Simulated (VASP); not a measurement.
# Na (P6_3/mmc) in VASP: a series of runs

Runs on Na. Level: LDA. Tasks: single point.

Everything below comes from runs of VASP 6.6.1. Logs are shortened: lines on timing, memory, paths and dates and some standing lists are left out, and cuts for length are marked.

## Step 1: The cell of the first run

The structure is hexagonal, space group P6_3/mmc (No. 194). The conventional cell has a = 3.718 Å, b = 3.718 Å, c = 5.898 Å, α = 90.00°, β = 90.00°, γ = 120.00°. Na (site symmetry -6m2) has 12 Na at 3.65 to 3.72 Å within 4.8 Å.

This isn't the form of Na at room conditions, which is bcc.

## Step 2: Single point, LDA

The input, INCAR:

```
ALGO = Normal ; EDIFF = 1E-7
ENCUT = 520 ; GGA = CA
ISIF = 2 ; ISMEAR = 0
LASPH = T ; LCHARG = T
LELF = T ; LREAL = F
LVHAR = T ; LWAVE = F
NBANDS = 14 ; NELM = 60
PREC = Accurate ; SIGMA = 0.15
```

The input, KPOINTS:

```
k-points
0
Gamma
  15 15 8
```

The input, POSCAR:

```
Na
1.0
    3.7176600610      0.0000000000      0.0000000000
   -1.8588300305      3.2195880554      0.0000000000
    0.0000000000      0.0000000000      5.8981745703
Na
2
Direct
    0.3333333333      0.6666666667      0.2500000000
    0.6666666667      0.3333333333      0.7500000000
```

Potentials or basis: VASP PAW LDA potentials, release 64 (Na_pv).

On the command line:

```bash
> cat potpaw_LDA.64/Na_pv/POTCAR > POTCAR
> mpirun -np 1 vasp_std > vasp.out
```

OUTCAR:

```text
EDIFF = 1E-7
   ENCUT = 520
   GGA = CA
   ISIF = 2
   ISMEAR = 0
   LASPH = T
   LREAL = F
   NELM = 60
   PREC = Accurate

 ion  position               nearest neighbor table
   1  0.333  0.667  0.250-
   2  0.667  0.333  0.750-

  LATTYP: Found a hexagonal cell.
 ALAT       =     3.7176600610
 C/A-ratio  =     1.5865287502

  Lattice vectors:

 A1 = (   3.7176600610,   0.0000000000,   0.0000000000)
 A2 = (  -1.8588300305,   3.2195880554,   0.0000000000)
 A3 = (   0.0000000000,   0.0000000000,   5.8981745703)

Analysis of symmetry for initial positions (statically):
=====================================================================
 Subroutine PRICEL returns:
 Original cell was already a primitive cell.

 Routine SETGRP: Setting up the symmetry group for a
 hexagonal supercell.

 Subroutine GETGRP returns: Found 24 space group operations
 (whereof 12 operations were pure point group operations)
 out of a pool of 24 trial point group operations.

The static configuration has the point symmetry D_3d.
 The point group associated with its full space group is D_6h.

Analysis of symmetry for dynamics (positions and initial velocities):
=====================================================================
 Subroutine PRICEL returns:
 Original cell was already a primitive cell.

 Routine SETGRP: Setting up the symmetry group for a
 hexagonal supercell.

 Subroutine GETGRP returns: Found 24 space group operations
 (whereof 12 operations were pure point group operations)
 out of a pool of 24 trial point group operations.

The dynamic configuration has the point symmetry D_3d.
 The point group associated with its full space group is D_6h.

 Subroutine INISYM returns: Found 24 space group operations
 (whereof 12 operations are pure point group operations),
 and found     1 'primitive' translations

----------------------------------------------------------------------------------------

                                     Primitive cell

  volume of cell :      70.5972

  direct lattice vectors                    reciprocal lattice vectors
     3.717660061  0.000000000  0.000000000     0.268986401  0.155299371  0.000000000
    -1.858830031  3.219588055  0.000000000     0.000000000  0.310598742  0.000000000
     0.000000000  0.000000000  5.898174570     0.000000000  0.000000000  0.169543981

  length of vectors
     3.717660061  3.717660061  5.898174570     0.310598742  0.310598742  0.169543981

  position of ions in fractional coordinates (direct lattice)
     0.333333333  0.666666667  0.250000000
     0.666666667  0.333333333  0.750000000

  ion indices of the primitive-cell ions
   primitive index   ion index
                 1           1
                 2           2

----------------------------------------------------------------------------------------

 KPOINTS: k-points

Automatic generation of k-mesh.
 Grid dimensions read from file:
 generate k-points for:   15   15    8

 Generating k-lattice:

  Cartesian coordinates                     Fractional coordinates (reciprocal lattice)
     0.017932427  0.010353291  0.000000000     0.066666667  0.000000000  0.000000000
     0.000000000  0.020706583  0.000000000     0.000000000  0.066666667  0.000000000
     0.000000000  0.000000000  0.021192998     0.000000000  0.000000000  0.125000000

  Length of vectors
     0.020706583  0.020706583  0.021192998

  Shift w.r.t. Gamma in fractional coordinates (k-lattice)
     0.000000000  0.000000000  0.000000000

 Subroutine IBZKPT returns following result:
 ===========================================

 Found    135 irreducible k-points:

 Following reciprocal coordinates:
            Coordinates               Weight
  0.000000  0.000000  0.000000      1.000000
  0.066667 -0.000000  0.000000      6.000000
  0.133333 -0.000000  0.000000      6.000000
  0.200000 -0.000000  0.000000      6.000000
  0.266667 -0.000000  0.000000      6.000000
  0.333333 -0.000000  0.000000      6.000000
[... 16 lines left out ...]
  0.333333  0.200000  0.000000     12.000000
  0.400000  0.200000  0.000000      6.000000
 [... further k-points ...]
   k-points           NKPTS =    135   k-points in BZ     NKDIM =    135   number of bands    NBANDS=     14
   number of dos      NEDOS =    301   number of ions     NIONS =      2
   total plane-waves  NPLWV =  37632
   dimension x,y,z NGX =    28 NGY =   28 NGZ =   48
   dimension x,y,z NGXF=    56 NGYF=   56 NGZF=   96
   ions per type =               2
   NGX,Y,Z   is equivalent  to a cutoff of  12.52, 12.52, 13.53 a.u.
   NGXF,Y,Z  is equivalent  to a cutoff of  25.04, 25.04, 27.06 a.u.
 SYSTEM =  unknown system
   PREC   = accura    normal or accurate (medium, high low for compatibility)
   ISTART =      0    job   : 0-new  1-cont  2-samecut
   ICHARG =      2    charge: 1-file 2-atom 10-const
   ISPIN  =      1    spin polarized calculation?
   LNONCOLLINEAR =      F non collinear calculations
   LSORBIT =      F    spin-orbit coupling
   LASPH  =      T    aspherical Exc in radial PAW
   ENCUT  =  520.0 eV  38.22 Ry    6.18 a.u.   6.91  6.91 10.97*2*pi/ulx,y,z
   NELM   =     60;   NELMIN=  2; NELMDL= -5     # of ELM steps
   EDIFF  = 0.1E-06   stopping-criterion for ELM
   LREAL  =      F    real-space projection
   EDIFFG = 0.1E-05   stopping-criterion for IOM
   NSW    =      0    number of steps for IOM
   IBRION =     -1    ionic relax: 0-MD 1-quasi-New 2-CG
   NFREE  =      0    steps in history (QN), initial steepest desc. (CG)
   ISIF   =      2    stress and relaxation
   ISYM   =      2    0-nonsym 1-usesym 2-fastsym
   POTIM  = 0.5000    time-step for ionic-motion
   TEBEG  =    0.0;   TEEND  =   0.0 temperature during run
   PSTRESS=    0.0 pullay stress
   NELECT =      14.0000    total number of electrons
   NUPDOWN=      -1.0000    fix difference up-down
   EMIN   =  10.00;   EMAX   =-10.00  energy-range for DOS
   EFERMI =   0.00;   METHOD = LEGACY
   ISMEAR =     0;   SIGMA  =   0.15  broadening in eV -4-tet -1-fermi 0-gaus
   EFERMI_NEDOS =   21; number of points for ismear=-14 and -15
   IALGO  =     38    algorithm
   IMIX   =      4    mixing-type and parameters
     AMIX     =   0.40;   BMIX     =  1.00
     AMIX_MAG =   1.60;   BMIX_MAG =  1.00
  volume/ion in A,a.u.               =      35.30       238.21
  Fermi-wavevector in a.u.,A,eV,Ry     =   0.954674  1.804072 12.400376  0.911402
  Thomas-Fermi vector in A             =   2.083442
   LORBIT       =      0    0 simple, 1 ext, 2 COOP (PROOUT), +10 PAW based schemes
   GGA     = CA    functional components
   LHFCALC =     F    Hartree Fock is set to
   AEXX    =    0.0000 exact exchange contribution
   IVDW    =     0    specifies the selected vdW correction
   LEPSILON=     F    determine dielectric tensor
   LRPA    =     F    only Hartree local field effects (RPA)
 non-spin polarized calculation
 Gauss-broadening in eV      SIGMA  =   0.15
  energy-cutoff  :      520.00
  volume of cell :       70.60
 maximum number of plane-waves:      1920
 NGX is ok and might be reduce to    28
   NGX = 13   NGY = 13   NGZ = 21

 number of electron      13.9999994 magnetization

 Free energy of the ion-electron system (eV)
  ---------------------------------------------------
  ext. energy  EPLUGINS =         0.00000000
  ---------------------------------------------------
  free energy    TOTEN  =        -2.90689912 eV

  energy without entropy =       -2.89526476  energy(sigma->0) =       -2.90108194

 E-fermi :   0.3080     XC(G=0):  -6.8659

 val. band max:        0.2969189325   @ k =   0.4000   0.0667   0.3750
 cond. band min:       0.3174879800   @ k =   0.4000  -0.0000   0.5000
 fundamental gap:      0.0205690475
 Fermi energy:         0.3080097219

 k-point     1 :       0.0000    0.0000    0.0000
  band No.  band energies     occupation
      1     -24.6477      2.00000
      2     -24.6087      2.00000
      3     -24.6087      2.00000
      4     -24.6019      2.00000
      5     -24.6018      2.00000
      6     -24.6018      2.00000
      7      -3.0890      2.00000
      8       1.0192      0.00000
      9       1.4444      0.00000
     10      10.2801      0.00000
     11      10.2801      0.00000
     12      10.6029      0.00000
     13      10.6029      0.00000
     14      11.0452      0.00000

 k-point     2 :       0.0667   -0.0000    0.0000
  band No.  band energies     occupation
      1     -24.6471      2.00000
      2     -24.6099      2.00000
      3     -24.6091      2.00000
      4     -24.6031      2.00000
      5     -24.6022      2.00000
      6     -24.6020      2.00000
      7      -3.0222      2.00000
      8       1.0776      0.00000
      9       1.5093      0.00000
     10       9.0024      0.00000
     11       9.6736      0.00000
     12      10.1985      0.00000
     13      11.2941      0.00000
     14      11.8559      0.00000

 k-point     3 :       0.1333   -0.0000    0.0000
  band No.  band energies     occupation
      1     -24.6453      2.00000
      2     -24.6135      2.00000
      3     -24.6103      2.00000
      4     -24.6067      2.00000
      5     -24.6030      2.00000
      6     -24.6025      2.00000
      7      -2.8222      2.00000
      8       1.2529      0.00000
      9       1.7021      0.00000
     10       7.4668      0.00000
     11       9.0330      0.00000
     12       9.4248      0.00000
     13      11.0562      0.00000
     14      11.9197      0.00000
[... 324 lines left out ...]
 k-point    23 :       0.3333    0.2000    0.0000
  band No.  band energies     occupation
      1     -24.6342      2.00000
      2     -24.6282      2.00000
      3     -24.6268      2.00000
      4     -24.6215      2.00000
      5     -24.6146      2.00000
      6     -24.6128      2.00000
      7       0.0839      1.96539
      8       1.9211      0.00000
      9       3.5837      0.00000
     10       3.9080      0.00000
     11       4.8968      0.00000
     12       5.6958      0.00000
     13       6.8449      0.00000
     14       7.4999      0.00000

 k-point    24 :       0.4000    0.2000    0.0000
  band No.  band energies     occupation
      1     -24.6352      2.00000
      2     -24.6278      2.00000
      3     -24.6251      2.00000
      4     -24.6230      2.00000
      5     -24.6159      2.00000
      6     -24.6133      2.00000
      7       0.9051      0.00000
      8       1.0047      0.00000
      9       3.5758      0.00000
     10       4.7240      0.00000
     11       4.7588      0.00000
     12       5.2538      0.00000
     13       6.3281      0.00000
     14       7.4384      0.00000

 [... further k-points ...]

------------------------ aborting loop because EDIFF is reached ----------------------------------------

  FORCE on cell =-STRESS in cart. coord.  units (eV):
  Direction    XX          YY          ZZ          XY          YZ          ZX
  --------------------------------------------------------------------------------------
  -------------------------------------------------------------------------------------
  Total       -0.2351722     -0.2351722     -0.1459695      0.0000000     -0.0000000      0.0000000
  in kB       -5.3371451     -5.3371451     -3.3127225      0.0000000     -0.0000000      0.0000000
  external PRESSURE =      -4.6623376 kB  Pullay stress =       0.0000000 kB

 VOLUME and BASIS-vectors are now :
 -----------------------------------------------------------------------------
  energy-cutoff  :      520.00
  volume of cell :       70.60
      direct lattice vectors                 reciprocal lattice vectors
     3.717660061  0.000000000  0.000000000     0.268986401  0.155299371  0.000000000
    -1.858830031  3.219588055  0.000000000     0.000000000  0.310598742  0.000000000
     0.000000000  0.000000000  5.898174570     0.000000000  0.000000000  0.169543981

 POSITION                                       TOTAL-FORCE (eV/Angst)
 -----------------------------------------------------------------------------------
     -0.00000      2.14639      1.47454        -0.000000     -0.000000      0.000000
      1.85883      1.07320      4.42363         0.000000      0.000000      0.000000
 -----------------------------------------------------------------------------------
    total drift:                                0.000000     -0.000000      0.000000

  FREE ENERGIE OF THE ION-ELECTRON SYSTEM (eV)
  ---------------------------------------------------
  free  energy   TOTEN  =        -2.9068991179 eV

  energy  without entropy=       -2.8952647574  energy(sigma->0) =       -2.90108194
```

Wall time 74 s (1 thread of Oxide Virtual Turin-like, shared host); peak memory 0.18 GiB.

Results:

```
Free energy            : -2.9069 eV
Pressure               : -0.5 GPa
Band gap on the k mesh : zero (bands 7 and 8 overlap by 4.36 eV)
```

Stress tensor (GPa, compression positive):
```
-0.53  0.00  0.00
 0.00 -0.53  0.00
 0.00  0.00 -0.33
```

## Step 3: Single point, LDA

This run uses another cell than the first one, of 36.22 Å³/atom.

The input, INCAR:

```
  ALGO = Normal
  EDIFF = 1E-6
  ENCUT = 520
  GGA = CA
  ISIF = 2
  ISMEAR = 0
  LASPH = T
  LCHARG = F
  LREAL = F
  LWAVE = F
  NBANDS = 14
  NELM = 60
  PREC = Accurate
  SIGMA = 0.15
```

KPOINTS is that of step 2.

The input, POSCAR:

```
Na
1.0
    3.7658190936      0.0000000000      0.0000000000
   -1.8829095468      3.2612950011      0.0000000000
    0.0000000000      0.0000000000      5.8981745703
Na
2
Direct
    0.3333333333      0.6666666667      0.2500000000
    0.6666666667      0.3333333333      0.7500000000
```

Potentials or basis: VASP PAW LDA potentials, release 64 (Na_pv).

On the command line:

```bash
> cat potpaw_LDA.64/Na_pv/POTCAR > POTCAR
> mpirun -np 1 vasp_std > vasp.out
```

Wall time 66 s (1 thread of Oxide Virtual Turin-like, shared host); peak memory 0.18 GiB.

Results (log left out):

```
Free energy            : -2.8997 eV
Pressure               : -0.6 GPa
Band gap on the k mesh : zero (bands 7 and 8 overlap by 4.26 eV)
```

Stress tensor (GPa, compression positive):
```
-0.69  0.00  0.00
 0.00 -0.69  0.00
 0.00  0.00 -0.40
```

Levels at points of the mesh, in eV from the Fermi level:
```csv
k point,band 5,band 6,band 7,band 8,band 9,band 10
"(0.00, 0.00, 0.00)",-24.93,-24.93,-3.34,0.77,1.19,9.73
"(0.00, 0.00, 0.50)",-24.93,-24.93,-2.23,-2.23,6.05,6.05
```

The gap in the log of VASP goes by the Fermi energy; the results here count the filled bands.